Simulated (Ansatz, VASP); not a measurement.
## One calculation of Sr3Ca, two programs

The input INCAR:

```
SYSTEM = Sr3Ca
PREC     = Accurate       ! precision mode
ENCUT    = 520            ! plane-wave cutoff, eV
EDIFF    = 1E-6           ! SCF threshold, eV
ISMEAR   = 1              ! smearing method
SIGMA    = 0.15           ! smearing width, eV
LREAL    = .FALSE.        ! projectors in reciprocal space
LASPH    = .TRUE.         ! aspherical terms in the spheres
NELM     = 80             ! most SCF steps
ALGO     = Normal         ! electronic algorithm
ISIF     = 2              ! what is computed and relaxed
LWAVE    = .FALSE.        ! write WAVECAR
LCHARG   = .FALSE.        ! write CHGCAR
GGA      = CA             ! functional
NBANDS   = 28             ! bands
```

The input KPOINTS:

```
Automatic mesh
0
G
  6 6 6
  0 0 0
```

Contents of POSCAR:

```
Sr3Ca
1.0
   -2.9927190000      2.9927190000      5.9567060000
    2.9927190000     -2.9927190000      5.9567060000
    2.9927190000      2.9927190000     -5.9567060000
Sr Ca
3 1
Direct
    0.7500000000      0.2500000000      0.5000000000
    0.2500000000      0.7500000000      0.5000000000
    0.5000000000      0.5000000000      0.0000000000
    0.0000000000      0.0000000000      0.0000000000
```

Input for Ansatz:

```yaml
crystal:
  lattice:
    - [-2.992719, 2.992719, 5.956706]
    - [2.992719, -2.992719, 5.956706]
    - [2.992719, 2.992719, -5.956706]
  atoms:
    - { symbol: Sr, position: [0.75, 0.25, 0.5] }
    - { symbol: Sr, position: [0.25, 0.75, 0.5] }
    - { symbol: Sr, position: [0.5, 0.5, 0.0] }
    - { symbol: Ca, position: [0.0, 0.0, 0.0] }
basis:
  ecutwfc: 470.0
kpoints:
  mp_grid:
    grid: [6, 6, 6]
hamiltonian:
  xc: lda
  pseudopotentials:
    kind: paw
scf:
  convergence:
    dr2_threshold: 1.0e-10
  occupations:
    method: cold
    width: 0.15
output:
  stress: true
```

Alike in both runs: task single point; functional LDA; k mesh 6 × 6 × 6; no spin polarisation.

|  | VASP | Ansatz |
| --- | --- | --- |
| version | VASP 6.6.1 | Ansatz 0.2.0 |
| potentials or method | VASP PAW LDA potentials, release 64 (Sr_sv, Ca_sv), cutoff 520 eV | plane waves, PAW |
| occupations | methfessel-paxton of order 1, width 0.15 eV | cold, width 0.15 eV |
| valence electrons in the cell | 40 | 40 |

|  | VASP | Ansatz | Ansatz less VASP |
| --- | --- | --- | --- |
| pressure (GPa) | -1.8 | -1.8 | +0.02 |

LDA's correlation is that of Perdew and Zunger in VASP and of Perdew and Wang (1992) in Ansatz.
